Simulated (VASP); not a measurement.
A run of VASP 6.6.1 is set up as follows.

The input INCAR:

```
SYSTEM = YF
ALGO = Normal
EDIFF = 1E-6
ENCUT = 600
GGA = PE
GGA_COMPAT = .FALSE.
ISIF = 2
ISMEAR = -1
LASPH = .TRUE.
LCHARG = .FALSE.
LREAL = .FALSE.
LWAVE = .FALSE.
NBANDS = 16
NELM = 120
PREC = Accurate
SIGMA = 0.1
```

The input KPOINTS:

```
k-points
0
G
  6 6 6
  0 0 0
```

Contents of POSCAR:

```
YF
1.0
    0.0000000000      2.6364370000      2.6364370000
    2.6364370000      0.0000000000      2.6364370000
    2.6364370000      2.6364370000      0.0000000000
Y F
1 1
Direct
    0.0000000000      0.0000000000      0.0000000000
    0.5000000000      0.5000000000      0.5000000000
```

Potentials or basis: VASP PAW PBE potentials, release 64 (Y_sv, F).

Launch:

```console
$ cat potpaw_PBE.64/Y_sv/POTCAR potpaw_PBE.64/F/POTCAR > POTCAR
$ mpirun -np 1 vasp_std > vasp.out
```

(1) What does it give for the band gap on the k mesh?

(2) What does it give for the pressure?

## Answers

(1) zero (band 9 reaches 5.01 eV, above the bottom of band 10 at 4.61 eV).

(2) -2.7 GPa.
